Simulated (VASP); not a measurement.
# Sr in VASP: single point with PBEsol

Aim: the single point of Sr with PBEsol.

Everything below comes from runs of VASP 6.6.1. Logs are shortened: lines on timing, memory, paths and dates and some standing lists are left out, and cuts for length are marked.

## 1. The cell of the first run

The typed cell holds 1 atom: a = 4.182 Å, b = 4.182 Å, c = 4.830 Å, α = 54.73°, β = 54.73°, γ = 70.53°.

This isn't the form of Sr at room conditions, which is fcc.

## 2. Single point, PBEsol

INCAR reads:

```
  PREC = Accurate
  ENCUT = 520
  EDIFF = 1E-6
  ISMEAR = 0
  SIGMA = 0.03
  LREAL = F
  LASPH = T
  NELM = 100
  ALGO = Normal
  ISIF = 2
  LWAVE = F
  LCHARG = F
  GGA = PS
  NBANDS = 11
```

KPOINTS reads:

```
Automatic mesh
0
Gamma
  10 10 10
```

POSCAR reads:

```
Sr
1.0
    0.0000000000      3.4150943274      2.4144716895
    3.4150943274      0.0000000000      2.4144716895
    3.4150943274      3.4150943274      0.0000000000
Sr
1
Direct
    0.0000000000      0.0000000000      0.0000000000
```

Potentials or basis: VASP PAW PBE potentials, release 64 (Sr_sv).

Run with:

```
$ cat potpaw_PBE.64/Sr_sv/POTCAR > POTCAR
$ mpirun -np 1 vasp_std > vasp.out
```

OUTCAR:

```text
PREC = Accurate
   ENCUT = 520
   EDIFF = 1E-6
   ISMEAR = 0
   LREAL = F
   LASPH = T
   NELM = 100
   ISIF = 2
   GGA = PS

 ion  position               nearest neighbor table
   1  0.000  0.000  0.000-

  LATTYP: Found a body centered tetragonal cell.
 ALAT       =     4.8296727146
 C/A-ratio  =     0.9998489886

  Lattice vectors:

 A1 = (   0.0000000000,  -3.4150943274,  -2.4144716895)
 A2 = (   0.0000000000,   3.4150943274,  -2.4144716895)
 A3 = (   3.4150943274,   0.0000000000,   2.4144716895)

Analysis of symmetry for initial positions (statically):
=====================================================================
 Subroutine PRICEL returns:
 Original cell was already a primitive cell.

 Routine SETGRP: Setting up the symmetry group for a
 body centered tetragonal supercell.

 Subroutine GETGRP returns: Found 16 space group operations
 (whereof 16 operations were pure point group operations)
 out of a pool of 16 trial point group operations.

The static configuration has the point symmetry D_4h.

Analysis of symmetry for dynamics (positions and initial velocities):
=====================================================================
 Subroutine PRICEL returns:
 Original cell was already a primitive cell.

 Routine SETGRP: Setting up the symmetry group for a
 body centered tetragonal supercell.

 Subroutine GETGRP returns: Found 16 space group operations
 (whereof 16 operations were pure point group operations)
 out of a pool of 16 trial point group operations.

The dynamic configuration has the point symmetry D_4h.

 Subroutine INISYM returns: Found 16 space group operations
 (whereof 16 operations are pure point group operations),
 and found     1 'primitive' translations

----------------------------------------------------------------------------------------

                                     Primitive cell

  volume of cell :      56.3193

  direct lattice vectors                    reciprocal lattice vectors
     0.000000000  3.415094327  2.414471690    -0.146408840  0.146408840  0.207084640
     3.415094327  0.000000000  2.414471690     0.146408840 -0.146408840  0.207084640
     3.415094327  3.415094327  0.000000000     0.146408840  0.146408840 -0.207084640

  length of vectors
     4.182408732  4.182408732  4.829672715     0.292839794  0.292839794  0.292839794

  position of ions in fractional coordinates (direct lattice)
     0.000000000  0.000000000  0.000000000

  ion indices of the primitive-cell ions
   primitive index   ion index
                 1           1

----------------------------------------------------------------------------------------

 KPOINTS: Automatic mesh

Automatic generation of k-mesh.
 Grid dimensions read from file:
 generate k-points for:   10   10   10

 Generating k-lattice:

  Cartesian coordinates                     Fractional coordinates (reciprocal lattice)
    -0.014640884  0.014640884  0.020708464     0.100000000  0.000000000  0.000000000
     0.014640884 -0.014640884  0.020708464     0.000000000  0.100000000  0.000000000
     0.014640884  0.014640884 -0.020708464     0.000000000  0.000000000  0.100000000

  Length of vectors
     0.029283979  0.029283979  0.029283979

  Shift w.r.t. Gamma in fractional coordinates (k-lattice)
     0.000000000  0.000000000  0.000000000

 Subroutine IBZKPT returns following result:
 ===========================================

 Found    102 irreducible k-points:

 Following reciprocal coordinates:
            Coordinates               Weight
  0.000000  0.000000  0.000000      1.000000
  0.100000  0.000000  0.000000      8.000000
  0.200000  0.000000  0.000000      8.000000
  0.300000  0.000000  0.000000      8.000000
  0.400000  0.000000  0.000000      8.000000
  0.500000  0.000000  0.000000      4.000000
[... 16 lines left out ...]
  0.300000  0.300000  0.000000      2.000000
  0.400000  0.300000  0.000000      8.000000
 [... further k-points ...]
   k-points           NKPTS =    102   k-points in BZ     NKDIM =    102   number of bands    NBANDS=     11
   number of dos      NEDOS =    301   number of ions     NIONS =      1
   total plane-waves  NPLWV =  36864
   dimension x,y,z NGX =    32 NGY =   32 NGZ =   36
   dimension x,y,z NGXF=    64 NGYF=   64 NGZF=   72
   ions per type =               1
   NGX,Y,Z   is equivalent  to a cutoff of  12.72, 12.72, 12.39 a.u.
   NGXF,Y,Z  is equivalent  to a cutoff of  25.44, 25.44, 24.78 a.u.
 SYSTEM =  unknown system
   PREC   = accura    normal or accurate (medium, high low for compatibility)
   ISTART =      0    job   : 0-new  1-cont  2-samecut
   ICHARG =      2    charge: 1-file 2-atom 10-const
   ISPIN  =      1    spin polarized calculation?
   LNONCOLLINEAR =      F non collinear calculations
   LSORBIT =      F    spin-orbit coupling
   LASPH  =      T    aspherical Exc in radial PAW
   ENCUT  =  520.0 eV  38.22 Ry    6.18 a.u.   7.78  7.78  8.98*2*pi/ulx,y,z
   NELM   =    100;   NELMIN=  2; NELMDL= -5     # of ELM steps
   EDIFF  = 0.1E-05   stopping-criterion for ELM
   LREAL  =      F    real-space projection
   EDIFFG = 0.1E-04   stopping-criterion for IOM
   NSW    =      0    number of steps for IOM
   IBRION =     -1    ionic relax: 0-MD 1-quasi-New 2-CG
   NFREE  =      0    steps in history (QN), initial steepest desc. (CG)
   ISIF   =      2    stress and relaxation
   ISYM   =      2    0-nonsym 1-usesym 2-fastsym
   POTIM  = 0.5000    time-step for ionic-motion
   TEBEG  =    0.0;   TEEND  =   0.0 temperature during run
   PSTRESS=    0.0 pullay stress
   NELECT =      10.0000    total number of electrons
   NUPDOWN=      -1.0000    fix difference up-down
   EMIN   =  10.00;   EMAX   =-10.00  energy-range for DOS
   EFERMI =   0.00;   METHOD = LEGACY
   ISMEAR =     0;   SIGMA  =   0.03  broadening in eV -4-tet -1-fermi 0-gaus
   EFERMI_NEDOS =   21; number of points for ismear=-14 and -15
   IALGO  =     38    algorithm
   IMIX   =      4    mixing-type and parameters
     AMIX     =   0.40;   BMIX     =  1.00
     AMIX_MAG =   1.60;   BMIX_MAG =  1.00
  volume/ion in A,a.u.               =      56.32       380.06
  Fermi-wavevector in a.u.,A,eV,Ry     =   0.920144  1.738819 11.519569  0.846664
  Thomas-Fermi vector in A             =   2.045416
   LORBIT       =      0    0 simple, 1 ext, 2 COOP (PROOUT), +10 PAW based schemes
   GGA     = PS    functional components
   LHFCALC =     F    Hartree Fock is set to
   AEXX    =    0.0000 exact exchange contribution
   IVDW    =     0    specifies the selected vdW correction
   LEPSILON=     F    determine dielectric tensor
   LRPA    =     F    only Hartree local field effects (RPA)
 non-spin polarized calculation
 Gauss-broadening in eV      SIGMA  =   0.03
  energy-cutoff  :      520.00
  volume of cell :       56.32
 maximum number of plane-waves:      1532
   NGX = 15   NGY = 15   NGZ = 17

 number of electron      10.0000000 magnetization

 Free energy of the ion-electron system (eV)
  ---------------------------------------------------
  ext. energy  EPLUGINS =         0.00000000
  ---------------------------------------------------
  free energy    TOTEN  =        -1.82106426 eV

  energy without entropy =       -1.82087494  energy(sigma->0) =       -1.82096960

 E-fermi :   1.4762     XC(G=0):  -7.3561

 val. band max:        1.4038653593   @ k =   0.5000   0.3000   0.0000
 cond. band min:       1.4919838687   @ k =  -0.2000   0.5000   0.3000
 fundamental gap:      0.0881185094
 Fermi energy:         1.4762394095

 k-point     1 :       0.0000    0.0000    0.0000
  band No.  band energies     occupation
      1     -35.1638      2.00000
      2     -17.0671      2.00000
      3     -17.0671      2.00000
      4     -17.0671      2.00000
      5      -2.1981      2.00000
      6       3.7499      0.00000
      7       3.7508      0.00000
      8       3.7508      0.00000
      9       5.0599      0.00000
     10       5.0611      0.00000
     11       9.4179      0.00000

 k-point     2 :       0.1000    0.0000    0.0000
  band No.  band energies     occupation
      1     -35.1624      2.00000
      2     -17.0852      2.00000
      3     -17.0730      2.00000
      4     -17.0671      2.00000
      5      -2.0317      2.00000
      6       3.6060      0.00000
      7       3.6394      0.00000
      8       3.9109      0.00000
      9       4.8655      0.00000
     10       5.0531      0.00000
     11       9.5778      0.00000

 k-point     3 :       0.2000    0.0000    0.0000
  band No.  band energies     occupation
      1     -35.1590      2.00000
      2     -17.1321      2.00000
      3     -17.0886      2.00000
      4     -17.0670      2.00000
      5      -1.5548      2.00000
      6       3.1730      0.00000
      7       3.2783      0.00000
      8       4.3831      0.00000
      9       4.7622      0.00000
     10       5.0737      0.00000
     11       9.5315      0.00000

 k-point     4 :       0.3000    0.0000    0.0000
  band No.  band energies     occupation
      1     -35.1547      2.00000
      2     -17.1891      2.00000
      3     -17.1077      2.00000
      4     -17.0670      2.00000
      5      -0.8397      2.00000
      6       2.5247      0.00000
      7       2.9416      0.00000
      8       4.8848      0.00000
      9       5.1341      0.00000
     10       5.1889      0.00000
     11       8.4490      0.00000
[... 239 lines left out ...]
 k-point    22 :      -0.2000    0.2000    0.0000
  band No.  band energies     occupation
      1     -35.1546      2.00000
      2     -17.1401      2.00000
      3     -17.1112      2.00000
      4     -17.1112      2.00000
      5      -0.9527      2.00000
      6       3.2091      0.00000
      7       3.4770      0.00000
      8       3.4779      0.00000
      9       4.4485      0.00000
     10       5.5204      0.00000
     11       8.5235      0.00000

 k-point    23 :       0.3000    0.3000    0.0000
  band No.  band energies     occupation
      1     -35.1471      2.00000
      2     -17.1808      2.00000
      3     -17.1523      2.00000
      4     -17.1523      2.00000
      5       0.2940      2.00000
      6       2.1901      0.00000
      7       3.6730      0.00000
      8       3.6730      0.00000
      9       4.6770      0.00000
     10       5.2066      0.00000
     11       8.5857      0.00000

 k-point    24 :       0.4000    0.3000    0.0000
  band No.  band energies     occupation
      1     -35.1441      2.00000
      2     -17.2053      2.00000
      3     -17.1691      2.00000
      4     -17.1563      2.00000
      5       0.9059      2.00000
      6       1.7781      0.00000
      7       3.6285      0.00000
      8       3.7742      0.00000
      9       4.7111      0.00000
     10       5.8339      0.00000
     11       7.7000      0.00000

 [... further k-points ...]

------------------------ aborting loop because EDIFF is reached ----------------------------------------

  FORCE on cell =-STRESS in cart. coord.  units (eV):
  Direction    XX          YY          ZZ          XY          YZ          ZX
  --------------------------------------------------------------------------------------
  -------------------------------------------------------------------------------------
  Total       -0.3827330     -0.3827330     -0.3825275      0.0000000      0.0000000     -0.0000000
  in kB      -10.8880230    -10.8880230    -10.8821745      0.0000000      0.0000000     -0.0000000
  external PRESSURE =     -10.8860735 kB  Pullay stress =       0.0000000 kB

 VOLUME and BASIS-vectors are now :
 -----------------------------------------------------------------------------
  energy-cutoff  :      520.00
  volume of cell :       56.32
      direct lattice vectors                 reciprocal lattice vectors
     0.000000000  3.415094327  2.414471690    -0.146408840  0.146408840  0.207084640
     3.415094327  0.000000000  2.414471690     0.146408840 -0.146408840  0.207084640
     3.415094327  3.415094327  0.000000000     0.146408840  0.146408840 -0.207084640

 POSITION                                       TOTAL-FORCE (eV/Angst)
 -----------------------------------------------------------------------------------
      0.00000      0.00000      0.00000        -0.000000      0.000000      0.000000
 -----------------------------------------------------------------------------------
    total drift:                                0.000000     -0.000000     -0.000000

  FREE ENERGIE OF THE ION-ELECTRON SYSTEM (eV)
  ---------------------------------------------------
  free  energy   TOTEN  =        -1.8210642592 eV

  energy  without entropy=       -1.8208749356  energy(sigma->0) =       -1.82096960
```

Wall time 61 s (1 thread of Intel Xeon 8259CL, shared host); peak memory 0.22 GiB.

What came out:

```
Free energy            : -1.8211 eV
Pressure               : -1.1 GPa
Band gap on the k mesh : zero (bands 5 and 6 overlap by 0.33 eV)
```

Levels at points of the mesh, in eV from the Fermi level:
| k point | band 1 | band 2 | band 3 | band 4 | band 5 | band 6 | band 7 | band 8 | band 9 | band 10 |
| --- | --- | --- | --- | --- | --- | --- | --- | --- | --- | --- |
| (0.00, 0.00, 0.00) | -36.64 | -18.54 | -18.54 | -18.54 | -3.67 | 2.27 | 2.27 | 2.27 | 3.58 | 3.58 |
| (0.50, 0.00, 0.00) | -36.63 | -18.73 | -18.61 | -18.54 | -1.06 | 0.14 | 1.15 | 3.38 | 4.06 | 5.24 |
| (0.50, 0.50, 0.00) | -36.62 | -18.68 | -18.68 | -18.68 | -0.16 | -0.16 | 3.45 | 3.45 | 3.46 | 4.86 |
| (0.50, 0.00, 0.50) | -36.63 | -18.73 | -18.61 | -18.54 | -1.06 | 0.14 | 1.15 | 3.38 | 4.06 | 5.24 |

Caveat: the PAW data sets were made with another functional, which shifts forces and pressure a little.

The gap in the log of VASP goes by the Fermi energy; the results here count the filled bands.